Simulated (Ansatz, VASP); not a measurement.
## Zr: VASP beside Ansatz

The input INCAR:

```
ALGO = Normal
EDIFF = 1E-6
ENCUT = 520
GGA = PE
ISIF = 2
ISMEAR = -1
LASPH = T
LCHARG = F
LREAL = F
LWAVE = F
NBANDS = 12
NELM = 100
PREC = Accurate
SIGMA = 0.03
```

The input KPOINTS:

```
k-points
0
Gamma
  16 16 16
```

POSCAR

```
Zr
1.0
   -1.7947891968      1.7947891968      1.7947891968
    1.7947891968     -1.7947891968      1.7947891968
    1.7947891968      1.7947891968     -1.7947891968
Zr
1
Direct
    0.0000000000      0.0000000000      0.0000000000
```

Input for Ansatz:

```yaml
crystal:
  lattice:
    - [-1.7947891968, 1.7947891968, 1.7947891968]
    - [1.7947891968, -1.7947891968, 1.7947891968]
    - [1.7947891968, 1.7947891968, -1.7947891968]
  atoms:
    - { symbol: Zr, position: [0.0, 0.0, 0.0] }
kpoints:
  mp_grid: { grid: [16, 16, 16] }
scf:
  occupations: { method: fermi_dirac, width: 0.03 }
hamiltonian:
  xc: pbe
  pseudopotentials: { kind: all_electron, lapw: { basis_error: 0.0005 } }
output:
  forces: true
  stress: true
  eigenvalues: true
```

Change from the starting cell: volume scaled by 0.975.

Alike in both runs: task single point; functional PBE; k mesh 16 × 16 × 16; occupations fermi-dirac, width 0.03 eV; no spin polarisation.

|  | VASP | Ansatz |
| --- | --- | --- |
| version | VASP 6.6.1 | Ansatz 0.2.0 |
| potentials or method | VASP PAW PBE potentials, release 64 (Zr_sv), cutoff 520 eV | all-electron LAPW, scalar-relativistic |

|  | VASP | Ansatz | Ansatz less VASP |
| --- | --- | --- | --- |
| pressure (GPa) | -1.1 | -1.1 | -0.01 |

Ansatz ran all-electron here, and VASP with PAW potentials.
